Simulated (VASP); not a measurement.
W: single point with r2SCAN

Crystal: W.

```
W
1.0
     2.74992    0.00000    0.00000
    -1.37496    2.38150    0.00000
     0.00000    0.00000    4.94268
W
2
Direct
  0.33333 0.66667 0.75000
  0.66667 0.33333 0.25000
```

```
Program             : VASP 6.6.1
Task                : single point
Functional          : r2SCAN
Potentials or basis : VASP PAW PBE potentials, release 64 (W_sv)
Cutoff              : 520 eV
k mesh              : 18 × 18 × 8
Occupations         : gaussian, width 0.05 eV
Spin                : no spin polarisation
```

```
Pressure               : 3.6 GPa
Band gap on the k mesh : zero (band 14 reaches 11.98 eV, above the bottom of band 15 at 10.16 eV)
```

Levels at points of the mesh, in eV from the Fermi level:
| k point | band 11 | band 12 | band 13 | band 14 | band 15 | band 16 | band 17 | band 18 |
| --- | --- | --- | --- | --- | --- | --- | --- | --- |
| (0.00, 0.00, 0.00) | -1.96 | -0.57 | -0.42 | -0.42 | 0.16 | 0.16 | 2.35 | 2.35 |
| (0.50, 0.00, 0.00) | -4.73 | -1.38 | -1.02 | -0.49 | 0.03 | 5.02 | 6.09 | 6.40 |
| (0.00, 0.00, 0.50) | -2.42 | -2.42 | -0.36 | -0.36 | -0.36 | -0.36 | 3.86 | 3.86 |
| (0.50, 0.00, 0.50) | -3.72 | -3.72 | 1.24 | 1.24 | 1.94 | 1.94 | 5.25 | 5.25 |

Wall time 3.5 min on 1 thread of Intel(R) Xeon(R) Platinum 8559C (Emerald Rapids), on a shared host, peak memory 0.23 GiB.

Caveat: the PAW data sets were made with another functional, which shifts forces and pressure a little; spin-orbit coupling is left out, which moves the levels of the heavy elements.
